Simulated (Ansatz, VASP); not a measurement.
# Two plane-wave programs on Al

INCAR

```
ALGO     = Normal         # electronic algorithm
EDIFF    = 1E-7           # SCF threshold, eV
EDIFFG   = -0.02          # ionic threshold
ENCUT    = 600            # plane-wave cutoff, eV
GGA      = PS             # functional
IBRION   = 2              # ionic algorithm
ISIF     = 3              # what is computed and relaxed
ISMEAR   = -1             # smearing method
LASPH    = T              # aspherical terms in the spheres
LCHARG   = F              # write CHGCAR
LREAL    = F              # projectors in reciprocal space
LWAVE    = F              # write WAVECAR
NELM     = 100            # most SCF steps
NSW      = 80             # ionic steps
PREC     = Accurate       # precision mode
SIGMA    = 0.1            # smearing width, eV
```

KPOINTS

```
k-points
0
Gamma
  9 9 3
```

The input POSCAR:

```
Al
1.0
    2.8270800000      0.0000000000      0.0000000000
   -1.4135400000      2.4483200000      0.0000000000
    0.0000000000      0.0000000000      9.1859900000
Al
4
Direct
    0.0000000000      0.0000000000      0.0000000000
    0.3333333333      0.6666666667      0.2500000000
    0.0000000000      0.0000000000      0.5000000000
    0.6666666667      0.3333333333      0.7500000000
```

Input for Ansatz:

```yaml
crystal:
  lattice:
    - [2.82708, 0.0, 0.0]
    - [-1.41354, 2.44832, 0.0]
    - [0.0, 0.0, 9.18599]
  atoms:
    - { symbol: Al, position: [0.0, 0.0, 0.0] }
    - { symbol: Al, position: [0.3333333333333333, 0.6666666666666666, 0.25] }
    - { symbol: Al, position: [0.0, 0.0, 0.5] }
    - { symbol: Al, position: [0.6666666666666666, 0.3333333333333333, 0.75] }
kpoints:
  mp_grid:
    grid: [9, 9, 3]
hamiltonian:
  xc: pbesol
  dispersion: none
scf:
  convergence:
    dr2_threshold: 1.0e-09
  occupations:
    method: fermi_dirac
    width: 0.1
relax:
  f_tol: 0.02
  cell: {}
```

Alike in both runs: task relaxation of cell and atoms; functional PBEsol; k mesh 9 × 9 × 3; occupations fermi-dirac, width 0.1 eV; no spin polarisation.

|  | VASP | Ansatz |
| --- | --- | --- |
| version | VASP 6.6.1 | Ansatz 0.2.0 |
| potentials or method | VASP PAW PBE potentials, release 64 (Al) | plane waves, PAW |
| plane-wave cutoff (eV) | 600 | 420 |
| valence electrons in the cell | 12 | 12 |

VASP gave:

- relaxed volume (Å³/atom): 16.24
- relaxed cell length with the largest relative difference (Å): 9.374

Estimate Ansatz's values.

relaxed volume (Å³/atom): 16.22; relaxed cell length with the largest relative difference (Å): 9.366.

VASP's potentials were made for PBE, not for PBEsol. Ansatz's warnings: stress scf threshold loose.
